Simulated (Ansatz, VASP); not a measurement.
## One calculation of Si7O16, two programs

```xyz
23
Lattice="-4.1929 -4.1929 0.0000 4.1929 -4.1929 0.0000 0.0000 0.0000 5.3408" Properties=species:S:1:pos:R:3 pbc="T T T"
Si    0.0044   -4.1937    0.0202
Si    0.0038   -4.1944    2.6675
Si    2.1003   -2.0981    4.0145
Si    0.0042   -0.0013    0.0063
Si   -2.0926   -2.0979    1.3439
Si    0.0039   -0.0016    2.6816
Si   -2.0924   -2.0979    4.0143
O     1.2341   -2.9643   -0.0864
O     0.7754   -0.7727    1.3440
O    -1.2255   -5.4237   -0.0873
O     3.4259   -3.4228    1.3440
O     1.2338   -2.9647    2.7748
O     0.8142   -0.8119    4.0144
O    -1.2261   -5.4244    2.7748
O     3.3865   -3.3841    4.0144
O    -2.9023   -2.9076    0.0002
O     0.8246   -5.0150    1.3439
O    -1.2826   -1.2878    0.0004
O    -0.8168   -3.3736    1.3439
O    -2.9025   -2.9077    2.6875
O     0.8375   -5.0274    4.0143
O    -1.2828   -1.2879    2.6874
O    -0.8291   -3.3607    4.0142
```

Alike in both runs: functional PBE; dispersion D3(BJ); k mesh 2 × 2 × 2; occupations fermi-dirac, width 0.05 eV; no spin polarisation.

Ansatz relaxed the structure, and its values are those at the end. VASP's run is a single point on that final structure, the one shown.

|  | VASP | Ansatz |
| --- | --- | --- |
| version | VASP 6.6.1 | Ansatz 0.2.0 |
| potentials or method | VASP PAW PBE potentials, release 64 (Si, O), cutoff 520 eV | scalar-relativistic, plane waves, PAW |
| valence electrons in the cell | 124 | 124 |

Ansatz gave:

| Property | Result |
| --- | --- |
| rms of the force components (eV/Å) | 0.002 |

Question: Which values does VASP return?

Answer: rms of the force components (eV/Å): 0.015.

The k mesh is coarse, so the values compare programs but aren't converged.
